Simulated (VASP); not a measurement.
# SiNi (P4/mmm) in VASP: further runs

Runs on SiNi. Level: PBE. Tasks: single point.

Everything below comes from runs of VASP 6.6.1. Logs are shortened: lines on timing, memory, paths and dates and some standing lists are left out, and cuts for length are marked.

### 1 The cell of the first run

The structure is tetragonal, space group P4/mmm (No. 123). The conventional cell has a = 2.739 Å, b = 2.739 Å, c = 3.399 Å, α = 90.00°, β = 90.00°, γ = 90.00°. Within 3.4 Å of Ni (site symmetry 4/mmm) lie 8 Si at 2.58 Å and 6 Ni at 2.74 to 3.40 Å. Within 3.4 Å of Si (site symmetry 4/mmm) lie 8 Ni at 2.58 Å and 6 Si at 2.74 to 3.40 Å.

### 2 Single point, PBE, collinear spin, ferromagnetic start

Contents of INCAR:

```
PREC     = Accurate       # precision mode
ENCUT    = 520            # plane-wave cutoff, eV
EDIFF    = 1E-7           # SCF threshold, eV
ISMEAR   = 0              # smearing method
SIGMA    = 0.1            # smearing width, eV
LREAL    = False          # projectors in reciprocal space
LASPH    = True           # aspherical terms in the spheres
NELM     = 150            # most SCF steps
ALGO     = Normal         # electronic algorithm
ISIF     = 2              # what is computed and relaxed
LWAVE    = False          # write WAVECAR
LCHARG   = False          # write CHGCAR
ISPIN    = 2              # spin polarisation
MAGMOM   = 2.5 0          # initial moments
LORBIT   = 11             # projections on sites
LMAXMIX  = 4              # l up to which the mixer works
GGA      = PE             # functional
NBANDS   = 18             # bands
```

Contents of KPOINTS:

```
regular mesh
0
Gamma
  16 16 12
```

Contents of POSCAR:

```
SiNi
1.0
    2.7392043006      0.0000000000      0.0000000000
    0.0000000000      2.7392043006      0.0000000000
    0.0000000000      0.0000000000      3.3987942819
Ni Si
1 1
Direct
    0.0000000000      0.0000000000      0.0000000000
    0.5000000000      0.5000000000      0.5000000000
```

Potentials or basis: VASP PAW PBE potentials, release 64 (Ni, Si).

On the command line:

```sh
$ cat potpaw_PBE.64/Ni/POTCAR potpaw_PBE.64/Si/POTCAR > POTCAR
$ mpirun -np 1 vasp_std > vasp.out
```

OUTCAR:

```text
PREC = Accurate
   ENCUT = 520
   EDIFF = 1E-7
   ISMEAR = 0
   LREAL = False
   LASPH = True
   NELM = 150
   ISIF = 2
   ISPIN = 2
   LORBIT = 11
   GGA = PE

 ion  position               nearest neighbor table
   1  0.000  0.000  0.000-   2 2.58   2 2.58   2 2.58   2 2.58   2 2.58   2 2.58   2 2.58   2 2.58

   2  0.500  0.500  0.500-   1 2.58   1 2.58   1 2.58   1 2.58   1 2.58   1 2.58   1 2.58   1 2.58

  LATTYP: Found a simple tetragonal cell.
 ALAT       =     2.7392043006
 C/A-ratio  =     1.2407961981

  Lattice vectors:

 A1 = (   2.7392043006,   0.0000000000,   0.0000000000)
 A2 = (   0.0000000000,   2.7392043006,   0.0000000000)
 A3 = (   0.0000000000,   0.0000000000,   3.3987942819)

Analysis of symmetry for initial positions (statically):
=====================================================================
 Subroutine PRICEL returns:
 Original cell was already a primitive cell.

 Routine SETGRP: Setting up the symmetry group for a
 simple tetragonal supercell.

 Subroutine GETGRP returns: Found 16 space group operations
 (whereof 16 operations were pure point group operations)
 out of a pool of 16 trial point group operations.

The static configuration has the point symmetry D_4h.

Analysis of symmetry for dynamics (positions and initial velocities):
=====================================================================
 Subroutine PRICEL returns:
 Original cell was already a primitive cell.

 Routine SETGRP: Setting up the symmetry group for a
 simple tetragonal supercell.

 Subroutine GETGRP returns: Found 16 space group operations
 (whereof 16 operations were pure point group operations)
 out of a pool of 16 trial point group operations.

The dynamic configuration has the point symmetry D_4h.

Analysis of structural, dynamic, and magnetic symmetry:
=====================================================================
 Subroutine PRICEL returns:
 Original cell was already a primitive cell.

 Routine SETGRP: Setting up the symmetry group for a
 simple tetragonal supercell.

 Subroutine GETGRP returns: Found 16 space group operations
 (whereof 16 operations were pure point group operations)
 out of a pool of 16 trial point group operations.

The overall configuration has the point symmetry D_4h.

 Subroutine INISYM returns: Found 16 space group operations
 (whereof 16 operations are pure point group operations),
 and found     1 'primitive' translations

----------------------------------------------------------------------------------------

                                     Primitive cell

  volume of cell :      25.5020

  direct lattice vectors                    reciprocal lattice vectors
     2.739204301  0.000000000  0.000000000     0.365069520  0.000000000  0.000000000
     0.000000000  2.739204301  0.000000000     0.000000000  0.365069520  0.000000000
     0.000000000  0.000000000  3.398794282     0.000000000  0.000000000  0.294221985

  length of vectors
     2.739204301  2.739204301  3.398794282     0.365069520  0.365069520  0.294221985

  position of ions in fractional coordinates (direct lattice)
     0.000000000  0.000000000  0.000000000
     0.500000000  0.500000000  0.500000000

  ion indices of the primitive-cell ions
   primitive index   ion index
                 1           1
                 2           2

----------------------------------------------------------------------------------------

 KPOINTS: regular mesh

Automatic generation of k-mesh.
 Grid dimensions read from file:
 generate k-points for:   16   16   12

 Generating k-lattice:

  Cartesian coordinates                     Fractional coordinates (reciprocal lattice)
     0.022816845  0.000000000  0.000000000     0.062500000  0.000000000  0.000000000
     0.000000000  0.022816845  0.000000000     0.000000000  0.062500000  0.000000000
     0.000000000  0.000000000  0.024518499     0.000000000  0.000000000  0.083333333

  Length of vectors
     0.022816845  0.022816845  0.024518499

  Shift w.r.t. Gamma in fractional coordinates (k-lattice)
     0.000000000  0.000000000  0.000000000

 Subroutine IBZKPT returns following result:
 ===========================================

 Found    315 irreducible k-points:

 Following reciprocal coordinates:
            Coordinates               Weight
  0.000000  0.000000  0.000000      1.000000
  0.062500  0.000000  0.000000      4.000000
  0.125000  0.000000  0.000000      4.000000
  0.187500  0.000000  0.000000      4.000000
  0.250000  0.000000  0.000000      4.000000
  0.312500  0.000000  0.000000      4.000000
[... 16 lines left out ...]
  0.437500  0.125000  0.000000      8.000000
  0.500000  0.125000  0.000000      4.000000
 [... further k-points ...]
   k-points           NKPTS =    315   k-points in BZ     NKDIM =    315   number of bands    NBANDS=     18
   number of dos      NEDOS =    301   number of ions     NIONS =      2
   total plane-waves  NPLWV =  11200
   dimension x,y,z NGX =    20 NGY =   20 NGZ =   28
   dimension x,y,z NGXF=    40 NGYF=   40 NGZF=   56
   ions per type =               1   1
   NGX,Y,Z   is equivalent  to a cutoff of  12.14, 12.14, 13.70 a.u.
   NGXF,Y,Z  is equivalent  to a cutoff of  24.28, 24.28, 27.39 a.u.
 SYSTEM =  unknown system
   PREC   = accura    normal or accurate (medium, high low for compatibility)
   ISTART =      0    job   : 0-new  1-cont  2-samecut
   ICHARG =      2    charge: 1-file 2-atom 10-const
   ISPIN  =      2    spin polarized calculation?
   LNONCOLLINEAR =      F non collinear calculations
   LSORBIT =      F    spin-orbit coupling
   LASPH  =      T    aspherical Exc in radial PAW
   ENCUT  =  520.0 eV  38.22 Ry    6.18 a.u.   5.09  5.09  6.32*2*pi/ulx,y,z
   NELM   =    150;   NELMIN=  2; NELMDL= -5     # of ELM steps
   EDIFF  = 0.1E-06   stopping-criterion for ELM
   LREAL  =      F    real-space projection
   EDIFFG = 0.1E-05   stopping-criterion for IOM
   NSW    =      0    number of steps for IOM
   IBRION =     -1    ionic relax: 0-MD 1-quasi-New 2-CG
   NFREE  =      0    steps in history (QN), initial steepest desc. (CG)
   ISIF   =      2    stress and relaxation
   ISYM   =      2    0-nonsym 1-usesym 2-fastsym
   POTIM  = 0.5000    time-step for ionic-motion
   TEBEG  =    0.0;   TEEND  =   0.0 temperature during run
   PSTRESS=    0.0 pullay stress
   NELECT =      14.0000    total number of electrons
   NUPDOWN=      -1.0000    fix difference up-down
   EMIN   =  10.00;   EMAX   =-10.00  energy-range for DOS
   EFERMI =   0.00;   METHOD = LEGACY
   ISMEAR =     0;   SIGMA  =   0.10  broadening in eV -4-tet -1-fermi 0-gaus
   EFERMI_NEDOS =   21; number of points for ismear=-14 and -15
   IALGO  =     38    algorithm
   IMIX   =      4    mixing-type and parameters
     AMIX     =   0.40;   BMIX     =  1.00
     AMIX_MAG =   1.60;   BMIX_MAG =  1.00
  volume/ion in A,a.u.               =      12.75        86.05
  Fermi-wavevector in a.u.,A,eV,Ry     =   1.340478  2.533136 24.448044  1.796881
  Thomas-Fermi vector in A             =   2.468787
   LORBIT       =     11    0 simple, 1 ext, 2 COOP (PROOUT), +10 PAW based schemes
   GGA     = PE    functional components
   LHFCALC =     F    Hartree Fock is set to
   AEXX    =    0.0000 exact exchange contribution
   IVDW    =     0    specifies the selected vdW correction
   LEPSILON=     F    determine dielectric tensor
   LRPA    =     F    only Hartree local field effects (RPA)
 spin polarized calculation
 Gauss-broadening in eV      SIGMA  =   0.10
  energy-cutoff  :      520.00
  volume of cell :       25.50
 maximum number of plane-waves:       704
   NGX = 11   NGY = 11   NGZ = 13

 number of electron      14.0000020 magnetization      -0.0000113

 number of electron      14.0000020 magnetization       0.0000086

 Free energy of the ion-electron system (eV)
  ---------------------------------------------------
  ext. energy  EPLUGINS =         0.00000000
  ---------------------------------------------------
  free energy    TOTEN  =       -11.32771285 eV

  energy without entropy =      -11.32272257  energy(sigma->0) =      -11.32521771

 E-fermi :  10.0409     XC(G=0): -12.0393

 val. band max:       10.0233834000   @ k =   0.3125   0.2500   0.1667
 cond. band min:      10.0417373799   @ k =   0.1875   0.0625   0.0833
 fundamental gap:      0.0183539799
 Fermi energy:        10.0408954869

 spin component 1

 k-point     1 :       0.0000    0.0000    0.0000
  band No.  band energies     occupation
      1      -2.9121      1.00000
      2       6.5005      1.00000
      3       6.8695      1.00000
      4       8.2789      1.00000
      5       8.2789      1.00000
      6       8.7180      1.00000
[... 10 lines left out ...]
     17      30.0176      0.00000
     18      30.0473      0.00000
[... 463 lines left out ...]
 k-point    24 :       0.5000    0.1250    0.0000
  band No.  band energies     occupation
      1       1.4796      1.00000
      2       2.7493      1.00000
      3       6.6643      1.00000
      4       7.4023      1.00000
      5       7.8233      1.00000
      6       8.2281      1.00000
[... 10 lines left out ...]
     17      31.3660      0.00000
     18      32.1480      0.00000

 [... further k-points ...]

 spin component 2

 k-point     1 :       0.0000    0.0000    0.0000
  band No.  band energies     occupation
      1      -2.9121      1.00000
      2       6.5005      1.00000
      3       6.8695      1.00000
      4       8.2789      1.00000
      5       8.2789      1.00000
      6       8.7181      1.00000
[... 10 lines left out ...]
     17      30.0176      0.00000
     18      30.0473      0.00000
[... 463 lines left out ...]
 k-point    24 :       0.5000    0.1250    0.0000
  band No.  band energies     occupation
      1       1.4796      1.00000
      2       2.7493      1.00000
      3       6.6643      1.00000
      4       7.4023      1.00000
      5       7.8234      1.00000
      6       8.2281      1.00000
[... 10 lines left out ...]
     17      31.3660      0.00000
     18      32.1480      0.00000

 [... further k-points ...]
[... 5 lines left out ...]
  --------------------------------------------------------------------------------------
  -------------------------------------------------------------------------------------
  Total       -2.3925330     -2.3925330     -2.4655893      0.0000000      0.0000000     -0.0000000
  in kB     -150.3123928   -150.3123928   -154.9022034      0.0000000      0.0000000     -0.0000000
  external PRESSURE =    -151.8423297 kB  Pullay stress =       0.0000000 kB

 VOLUME and BASIS-vectors are now :
 -----------------------------------------------------------------------------
  energy-cutoff  :      520.00
  volume of cell :       25.50
      direct lattice vectors                 reciprocal lattice vectors
     2.739204301  0.000000000  0.000000000     0.365069520  0.000000000  0.000000000
     0.000000000  2.739204301  0.000000000     0.000000000  0.365069520  0.000000000
     0.000000000  0.000000000  3.398794282     0.000000000  0.000000000  0.294221985

 POSITION                                       TOTAL-FORCE (eV/Angst)
 -----------------------------------------------------------------------------------
      0.00000      0.00000      0.00000         0.000000      0.000000      0.000000
      1.36960      1.36960      1.69940         0.000000      0.000000      0.000000
 -----------------------------------------------------------------------------------
    total drift:                                0.000000      0.000000     -0.000000

  FREE ENERGIE OF THE ION-ELECTRON SYSTEM (eV)
  ---------------------------------------------------
  free  energy   TOTEN  =       -11.3277128512 eV

  energy  without entropy=      -11.3227225720  energy(sigma->0) =      -11.32521771

 total charge

# of ion       s       p       d       tot
------------------------------------------
    1        0.409   0.452   8.432   9.294
    2        0.746   0.768   0.000   1.514
--------------------------------------------------
tot          1.155   1.221   8.432  10.808

 magnetization (x)

# of ion       s       p       d       tot
------------------------------------------
    1       -0.000  -0.000   0.000   0.000
    2        0.000   0.000   0.000   0.000
--------------------------------------------------
tot          0.000   0.000   0.000   0.000
```

Run time: 98 s. Hardware: 1 thread of Intel Xeon 6975P-C (Granite Rapids), shared host; peak memory 0.31 GiB.

What came out:

```
Free energy                                           : -11.3277 eV
Pressure                                              : -15.2 GPa
Band gap on the k mesh                                : zero (filled and empty bands overlap)
Net moment                                            : 0.00 μB per cell
Valence electrons inside the program's atomic spheres : Ni 9.29; Si 1.51
```

Caveat: the cell stands under tension.

(Part 1 of 2 ends here.)
